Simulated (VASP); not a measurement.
# GaN (Pm-3m) in VASP: further runs

Runs on GaN. Level: PBEsol. Tasks: single point, relaxation of cell and atoms.

All numbers are computed with VASP 6.6.1; they aren't measurements. Logs are shortened: lines on timing, memory, paths and dates and some standing lists are left out, and cuts for length are marked.

## 1. The cell of the first run

It takes space group Pm-3m (No. 221, cubic). The conventional cell has a = 2.702 Å, b = 2.702 Å, c = 2.702 Å, α = 90.00°, β = 90.00°, γ = 90.00°. Within 3.1 Å of Ga (site symmetry m-3m) lie 8 N at 2.34 Å and 6 Ga at 2.70 Å. N (site symmetry m-3m) has 8 Ga at 2.34 Å and 6 N at 2.70 Å within 3.1 Å.

## 2. Single point, PBEsol

Contents of INCAR:

```
PREC = Accurate
ENCUT = 520
EDIFF = 1E-6
ISMEAR = -1
SIGMA = 0.03
LREAL = False
LASPH = True
NELM = 100
ALGO = Normal
ISIF = 2
LWAVE = False
LCHARG = True
GGA = PS
LELF = True
LVHAR = True
NBANDS = 16
```

Contents of KPOINTS:

```
regular mesh
0
Gamma
  8 8 8
```

Contents of POSCAR:

```
GaN
1.0
    2.7020347628      0.0000000000      0.0000000000
    0.0000000000      2.7020347628      0.0000000000
    0.0000000000      0.0000000000      2.7020347628
Ga N
1 1
Direct
    0.0000000000      0.0000000000      0.0000000000
    0.5000000000      0.5000000000      0.5000000000
```

Potentials or basis: VASP PAW PBE potentials, release 64 (Ga_d, N).

Launch:

```console
> cat potpaw_PBE.64/Ga_d/POTCAR potpaw_PBE.64/N/POTCAR > POTCAR
> mpirun -np 1 vasp_std > vasp.out
```

OUTCAR:

```text
PREC = Accurate
   ENCUT = 520
   EDIFF = 1E-6
   ISMEAR = -1
   LREAL = False
   LASPH = True
   NELM = 100
   ISIF = 2
   GGA = PS

 ion  position               nearest neighbor table
   1  0.000  0.000  0.000-   2 2.34   2 2.34   2 2.34   2 2.34   2 2.34   2 2.34   2 2.34   2 2.34

   2  0.500  0.500  0.500-   1 2.34   1 2.34   1 2.34   1 2.34   1 2.34   1 2.34   1 2.34   1 2.34

  LATTYP: Found a simple cubic cell.
 ALAT       =     2.7020347628

  Lattice vectors:

 A1 = (   2.7020347628,   0.0000000000,   0.0000000000)
 A2 = (   0.0000000000,   2.7020347628,   0.0000000000)
 A3 = (   0.0000000000,   0.0000000000,   2.7020347628)

Analysis of symmetry for initial positions (statically):
=====================================================================
 Subroutine PRICEL returns:
 Original cell was already a primitive cell.

 Routine SETGRP: Setting up the symmetry group for a
 simple cubic supercell.

 Subroutine GETGRP returns: Found 48 space group operations
 (whereof 48 operations were pure point group operations)
 out of a pool of 48 trial point group operations.

The static configuration has the point symmetry O_h .

Analysis of symmetry for dynamics (positions and initial velocities):
=====================================================================
 Subroutine PRICEL returns:
 Original cell was already a primitive cell.

 Routine SETGRP: Setting up the symmetry group for a
 simple cubic supercell.

 Subroutine GETGRP returns: Found 48 space group operations
 (whereof 48 operations were pure point group operations)
 out of a pool of 48 trial point group operations.

The dynamic configuration has the point symmetry O_h .

 Subroutine INISYM returns: Found 48 space group operations
 (whereof 48 operations are pure point group operations),
 and found     1 'primitive' translations

----------------------------------------------------------------------------------------

                                     Primitive cell

  volume of cell :      19.7275

  direct lattice vectors                    reciprocal lattice vectors
     2.702034763  0.000000000  0.000000000     0.370091464  0.000000000  0.000000000
     0.000000000  2.702034763  0.000000000     0.000000000  0.370091464  0.000000000
     0.000000000  0.000000000  2.702034763     0.000000000  0.000000000  0.370091464

  length of vectors
     2.702034763  2.702034763  2.702034763     0.370091464  0.370091464  0.370091464

  position of ions in fractional coordinates (direct lattice)
     0.000000000  0.000000000  0.000000000
     0.500000000  0.500000000  0.500000000

  ion indices of the primitive-cell ions
   primitive index   ion index
                 1           1
                 2           2

----------------------------------------------------------------------------------------

 KPOINTS: regular mesh

Automatic generation of k-mesh.
 Grid dimensions read from file:
 generate k-points for:    8    8    8

 Generating k-lattice:

  Cartesian coordinates                     Fractional coordinates (reciprocal lattice)
     0.046261433  0.000000000  0.000000000     0.125000000  0.000000000  0.000000000
     0.000000000  0.046261433  0.000000000     0.000000000  0.125000000  0.000000000
     0.000000000  0.000000000  0.046261433     0.000000000  0.000000000  0.125000000

  Length of vectors
     0.046261433  0.046261433  0.046261433

  Shift w.r.t. Gamma in fractional coordinates (k-lattice)
     0.000000000  0.000000000  0.000000000

 Subroutine IBZKPT returns following result:
 ===========================================

 Found     35 irreducible k-points:

 Following reciprocal coordinates:
            Coordinates               Weight
  0.000000  0.000000  0.000000      1.000000
  0.125000  0.000000  0.000000      6.000000
  0.250000  0.000000  0.000000      6.000000
  0.375000  0.000000  0.000000      6.000000
  0.500000  0.000000  0.000000      3.000000
  0.125000  0.125000  0.000000     12.000000
[... 16 lines left out ...]
  0.375000  0.375000  0.125000     24.000000
  0.500000  0.375000  0.125000     24.000000
 [... further k-points ...]
   k-points           NKPTS =     35   k-points in BZ     NKDIM =     35   number of bands    NBANDS=     16
   number of dos      NEDOS =    301   number of ions     NIONS =      2
   total plane-waves  NPLWV =   8000
   dimension x,y,z NGX =    20 NGY =   20 NGZ =   20
   dimension x,y,z NGXF=    40 NGYF=   40 NGZF=   40
   ions per type =               1   1
   NGX,Y,Z   is equivalent  to a cutoff of  12.31, 12.31, 12.31 a.u.
   NGXF,Y,Z  is equivalent  to a cutoff of  24.61, 24.61, 24.61 a.u.
 SYSTEM =  unknown system
   PREC   = accura    normal or accurate (medium, high low for compatibility)
   ISTART =      0    job   : 0-new  1-cont  2-samecut
   ICHARG =      2    charge: 1-file 2-atom 10-const
   ISPIN  =      1    spin polarized calculation?
   LNONCOLLINEAR =      F non collinear calculations
   LSORBIT =      F    spin-orbit coupling
   LASPH  =      T    aspherical Exc in radial PAW
   ENCUT  =  520.0 eV  38.22 Ry    6.18 a.u.   5.02  5.02  5.02*2*pi/ulx,y,z
   NELM   =    100;   NELMIN=  2; NELMDL= -5     # of ELM steps
   EDIFF  = 0.1E-05   stopping-criterion for ELM
   LREAL  =      F    real-space projection
   EDIFFG = 0.1E-04   stopping-criterion for IOM
   NSW    =      0    number of steps for IOM
   IBRION =     -1    ionic relax: 0-MD 1-quasi-New 2-CG
   NFREE  =      0    steps in history (QN), initial steepest desc. (CG)
   ISIF   =      2    stress and relaxation
   ISYM   =      2    0-nonsym 1-usesym 2-fastsym
   POTIM  = 0.5000    time-step for ionic-motion
   TEBEG  =    0.0;   TEEND  =   0.0 temperature during run
   PSTRESS=    0.0 pullay stress
   NELECT =      18.0000    total number of electrons
   NUPDOWN=      -1.0000    fix difference up-down
   EMIN   =  10.00;   EMAX   =-10.00  energy-range for DOS
   EFERMI =   0.00;   METHOD = LEGACY
   ISMEAR =    -1;   SIGMA  =   0.03  broadening in eV -4-tet -1-fermi 0-gaus
   EFERMI_NEDOS =   21; number of points for ismear=-14 and -15
   IALGO  =     38    algorithm
   IMIX   =      4    mixing-type and parameters
     AMIX     =   0.40;   BMIX     =  1.00
     AMIX_MAG =   1.60;   BMIX_MAG =  1.00
  volume/ion in A,a.u.               =       9.86        66.56
  Fermi-wavevector in a.u.,A,eV,Ry     =   1.587845  3.000592 34.303706  2.521251
  Thomas-Fermi vector in A             =   2.686940
   LORBIT       =      0    0 simple, 1 ext, 2 COOP (PROOUT), +10 PAW based schemes
   GGA     = PS    functional components
   LHFCALC =     F    Hartree Fock is set to
   AEXX    =    0.0000 exact exchange contribution
   IVDW    =     0    specifies the selected vdW correction
   LEPSILON=     F    determine dielectric tensor
   LRPA    =     F    only Hartree local field effects (RPA)
 non-spin polarized calculation
  energy-cutoff  :      520.00
  volume of cell :       19.73
 maximum number of plane-waves:       552
   NGX = 11   NGY = 11   NGZ = 11

 number of electron      18.0000022 magnetization

 Free energy of the ion-electron system (eV)
  ---------------------------------------------------
  ext. energy  EPLUGINS =         0.00000000
  ---------------------------------------------------
  free energy    TOTEN  =        -9.92788508 eV

  energy without entropy =       -9.92533055  energy(sigma->0) =       -9.92660782

 E-fermi :   8.0398     XC(G=0): -13.1683

 val. band max:        7.9958881689   @ k =   0.5000   0.5000   0.3750
 cond. band min:       8.1004187921   @ k =   0.3750   0.3750   0.0000
 fundamental gap:      0.1045306232
 Fermi energy:         8.0398390523

 k-point     1 :       0.0000    0.0000    0.0000
  band No.  band energies     occupation
      1      -9.4099      2.00000
      2      -7.2410      2.00000
      3      -7.2410      2.00000
      4      -6.6747      2.00000
      5      -6.6747      2.00000
      6      -6.6747      2.00000
[... 8 lines left out ...]
     15      22.0862      0.00000
     16      35.8380      0.00000

 k-point     2 :       0.1250    0.0000    0.0000
  band No.  band energies     occupation
      1      -9.1598      2.00000
      2      -7.2333      2.00000
      3      -7.1903      2.00000
      4      -6.7049      2.00000
      5      -6.7049      2.00000
      6      -6.6723      2.00000
[... 8 lines left out ...]
     15      22.9943      0.00000
     16      32.2429      0.00000

 k-point     3 :       0.2500    0.0000    0.0000
  band No.  band energies     occupation
      1      -8.4531      2.00000
      2      -7.2149      2.00000
      3      -7.0658      2.00000
      4      -6.7766      2.00000
      5      -6.7766      2.00000
      6      -6.6663      2.00000
[... 8 lines left out ...]
     15      25.9338      0.00000
     16      28.3621      0.00000

 k-point     4 :       0.3750    0.0000    0.0000
  band No.  band energies     occupation
      1      -7.4933      2.00000
      2      -7.1964      2.00000
      3      -6.9332      2.00000
      4      -6.8466      2.00000
      5      -6.8466      2.00000
      6      -6.6604      2.00000
[... 8 lines left out ...]
     15      25.1285      0.00000
     16      29.9234      0.00000

 k-point     5 :       0.5000    0.0000    0.0000
  band No.  band energies     occupation
      1      -7.1887      2.00000
      2      -6.9866      2.00000
      3      -6.8752      2.00000
      4      -6.8752      2.00000
      5      -6.8218      2.00000
      6      -6.6580      2.00000
[... 8 lines left out ...]
     15      22.9068      0.00000
     16      32.5817      0.00000

 k-point     6 :       0.1250    0.1250    0.0000
  band No.  band energies     occupation
      1      -8.9225      2.00000
      2      -7.2052      2.00000
      3      -7.1588      2.00000
      4      -6.7238      2.00000
      5      -6.7078      2.00000
      6      -6.6950      2.00000
[... 8 lines left out ...]
     15      24.1162      0.00000
     16      30.3292      0.00000

 k-point     7 :       0.2500    0.1250    0.0000
  band No.  band energies     occupation
      1      -8.2762      2.00000
      2      -7.1798      2.00000
      3      -7.0425      2.00000
      4      -6.7717      2.00000
      5      -6.7332      2.00000
      6      -6.6921      2.00000
[... 8 lines left out ...]
     15      26.7632      0.00000
     16      28.2653      0.00000

 k-point     8 :       0.3750    0.1250    0.0000
  band No.  band energies     occupation
      1      -7.5551      2.00000
      2      -7.1606      2.00000
      3      -6.9568      2.00000
      4      -6.8389      2.00000
      5      -6.6845      2.00000
      6      -6.5129      2.00000
[... 8 lines left out ...]
     15      26.3288      0.00000
     16      30.6702      0.00000

 k-point     9 :       0.5000    0.1250    0.0000
  band No.  band energies     occupation
      1      -7.3214      2.00000
      2      -7.1525      2.00000
      3      -6.9302      2.00000
      4      -6.8664      2.00000
      5      -6.6813      2.00000
      6      -6.1748      2.00000
[... 8 lines left out ...]
     15      25.3389      0.00000
     16      31.1791      0.00000
[... 172 lines left out ...]
 k-point    19 :       0.5000    0.1250    0.1250
  band No.  band energies     occupation
      1      -7.4099      2.00000
      2      -7.1038      2.00000
      3      -6.9183      2.00000
      4      -6.8932      2.00000
      5      -6.7067      2.00000
      6      -5.8353      2.00000
[... 8 lines left out ...]
     15      27.1096      0.00000
     16      28.4070      0.00000

 k-point    20 :       0.2500    0.2500    0.1250
  band No.  band energies     occupation
      1      -7.8043      2.00000
      2      -7.0716      2.00000
      3      -6.9328      2.00000
      4      -6.8284      2.00000
      5      -6.7818      2.00000
      6      -6.3013      2.00000
[... 8 lines left out ...]
     15      26.7061      0.00000
     16      29.1746      0.00000

 k-point    21 :       0.3750    0.2500    0.1250
  band No.  band energies     occupation
      1      -7.6254      2.00000
      2      -7.0407      2.00000
      3      -6.8884      2.00000
      4      -6.8299      2.00000
      5      -6.7617      2.00000
      6      -5.5931      2.00000
[... 8 lines left out ...]
     15      27.0380      0.00000
     16      29.7399      0.00000

 k-point    22 :       0.5000    0.2500    0.1250
  band No.  band energies     occupation
      1      -7.5876      2.00000
      2      -7.0262      2.00000
      3      -6.9199      2.00000
      4      -6.8038      2.00000
      5      -6.7312      2.00000
      6      -5.0970      2.00000
[... 8 lines left out ...]
     15      26.8788      0.00000
     16      29.6448      0.00000

 k-point    23 :       0.3750    0.3750    0.1250
  band No.  band energies     occupation
      1      -7.6950      2.00000
      2      -6.9972      2.00000
      3      -6.8698      2.00000
      4      -6.8523      2.00000
      5      -6.6546      2.00000
      6      -4.7356      2.00000
[... 8 lines left out ...]
     15      27.1554      0.00000
     16      28.5326      0.00000

 k-point    24 :       0.5000    0.3750    0.1250
  band No.  band energies     occupation
      1      -7.7240      2.00000
      2      -6.9800      2.00000
      3      -6.8897      2.00000
      4      -6.8482      2.00000
      5      -6.5949      2.00000
      6      -4.2473      2.00000
[... 8 lines left out ...]
     15      27.0771      0.00000
     16      27.8308      0.00000

 [... further k-points ...]
[... 5 lines left out ...]
  --------------------------------------------------------------------------------------
  -------------------------------------------------------------------------------------
  Total        0.0632706      0.0632706      0.0632706     -0.0000000      0.0000000      0.0000000
  in kB        5.1385433      5.1385433      5.1385433     -0.0000000      0.0000000      0.0000000
  external PRESSURE =       5.1385433 kB  Pullay stress =       0.0000000 kB

 VOLUME and BASIS-vectors are now :
 -----------------------------------------------------------------------------
  energy-cutoff  :      520.00
  volume of cell :       19.73
      direct lattice vectors                 reciprocal lattice vectors
     2.702034763  0.000000000  0.000000000     0.370091464  0.000000000  0.000000000
     0.000000000  2.702034763  0.000000000     0.000000000  0.370091464  0.000000000
     0.000000000  0.000000000  2.702034763     0.000000000  0.000000000  0.370091464

 POSITION                                       TOTAL-FORCE (eV/Angst)
 -----------------------------------------------------------------------------------
      0.00000      0.00000      0.00000         0.000000      0.000000      0.000000
      1.35102      1.35102      1.35102         0.000000      0.000000      0.000000
 -----------------------------------------------------------------------------------
    total drift:                               -0.000000      0.000000     -0.000000

  FREE ENERGIE OF THE ION-ELECTRON SYSTEM (eV)
  ---------------------------------------------------
  free  energy   TOTEN  =        -9.9278850796 eV

  energy  without entropy=       -9.9253305549  energy(sigma->0) =       -9.92660782
```

It took 19 s on 1 thread of AMD EPYC 7R13, shared host; peak memory 0.1 GiB.

What came out:

```
Free energy            : -9.9279 eV
Pressure               : 0.5 GPa
Band gap on the k mesh : zero (band 9 reaches 8.31 eV, above the bottom of band 10 at 6.57 eV)
```

Levels at points of the mesh, in eV from the Fermi level:
| k point | band 5 | band 6 | band 7 | band 8 | band 9 | band 10 | band 11 | band 12 | band 13 | band 14 |
| --- | --- | --- | --- | --- | --- | --- | --- | --- | --- | --- |
| (0.00, 0.00, 0.00) | -14.71 | -14.71 | -1.49 | -1.38 | -1.38 | -1.38 | 9.92 | 9.92 | 14.05 | 14.05 |
| (0.50, 0.00, 0.00) | -14.86 | -14.70 | -9.58 | 0.08 | 0.08 | 3.71 | 5.24 | 10.93 | 10.93 | 13.99 |
| (0.50, 0.50, 0.00) | -14.57 | -11.86 | -6.50 | -6.50 | -2.58 | 0.47 | 8.50 | 8.50 | 13.78 | 15.34 |
| (0.50, 0.50, 0.50) | -14.56 | -11.71 | -3.13 | -3.13 | -3.13 | 1.37 | 1.37 | 1.37 | 3.33 | 19.87 |

Caveat: the PAW data sets were made with another functional, which shifts forces and pressure a little.

## 3. Relaxation of cell and atoms, PBEsol

This run uses another cell than the first one, of 6.69 Å³/atom, 0.678 times its volume.

Contents of INCAR:

```
SYSTEM = GaN
PREC = Accurate
ENCUT = 600
EDIFF = 1E-7
ISMEAR = -1
SIGMA = 0.03
LREAL = .FALSE.
LASPH = .TRUE.
NELM = 100
ALGO = Normal
ISIF = 3
LWAVE = .FALSE.
LCHARG = .FALSE.
GGA = PS
IBRION = 2
NSW = 100
EDIFFG = -0.01
```

Contents of KPOINTS:

```
regular mesh
0
G
  8 8 8
  0 0 0
```

Contents of POSCAR:

```
GaN
1.0
    2.3738437591      0.0000000000      0.0000000000
    0.0000000000      2.3738437591      0.0000000000
    0.0000000000      0.0000000000      2.3738437591
Ga N
1 1
Direct
    0.0000000000      0.0000000000      0.0000000000
    0.5000000000      0.5000000000      0.5000000000
```

Potentials or basis: VASP PAW PBE potentials, release 64 (Ga_d, N).

Launch:

```console
> cat potpaw_PBE.64/Ga_d/POTCAR potpaw_PBE.64/N/POTCAR > POTCAR
> mpirun -np 1 vasp_std > vasp.out
```

Wall time 62 s (1 thread of AMD EPYC 7R13, shared host); peak memory 0.1 GiB.

Results (log left out):

```
Free energy                            : -9.9179 eV
Relaxed volume                         : 9.85 Å³/atom
Relaxed cell                           : a = 2.701 Å, b = 2.701 Å, c = 2.701 Å, α = 90.00°, β = 90.00°, γ = 90.00°
Space group after relaxing (to 0.05 Å) : Pm-3m (No. 221)
Energy gained by relaxing              : 1121.7 meV/atom
Ionic steps                            : 5
Pressure after relaxing                : 0.0 GPa
Band gap on the k mesh                 : zero (band 9 reaches 8.32 eV, above the bottom of band 10 at 6.58 eV)
```

Step by step:
```
step  energy change (eV)  largest force (eV/Å)  pressure (GPa)  volume (Å³)
   1              0.0000                0.0000          161.98        13.38
   2             -0.5655                0.0000          -32.07        31.20
   3             -2.2357                0.0000           -4.52        20.24
   4             -2.2421                0.0000           -1.91        19.92
   5             -2.2434                0.0000            0.02        19.71
```

Final structure:
```
Ga N
1.0
     2.70105    0.00000    0.00000
     0.00000    2.70105    0.00000
     0.00000    0.00000    2.70105
Ga N
1 1
Direct
  0.00000 0.00000 0.00000
  0.50000 0.50000 0.50000
```

Levels at points of the mesh, in eV from the Fermi level:
```
           k point  band 7  band 8  band 9  band 10  band 11  band 12
(0.00, 0.00, 0.00)   -1.49   -1.38   -1.38    -1.38     9.92     9.92
(0.50, 0.00, 0.00)   -9.59    0.08    0.08     3.71     5.25    10.93
(0.50, 0.50, 0.00)   -6.51   -6.51   -2.58     0.47     8.51     8.51
(0.50, 0.50, 0.50)   -3.14   -3.14   -3.14     1.37     1.37     1.37
```

Caveat: the volume moved by over 15 % at a fixed basis, so the end points are rough; the PAW data sets were made with another functional, which shifts forces and pressure a little.
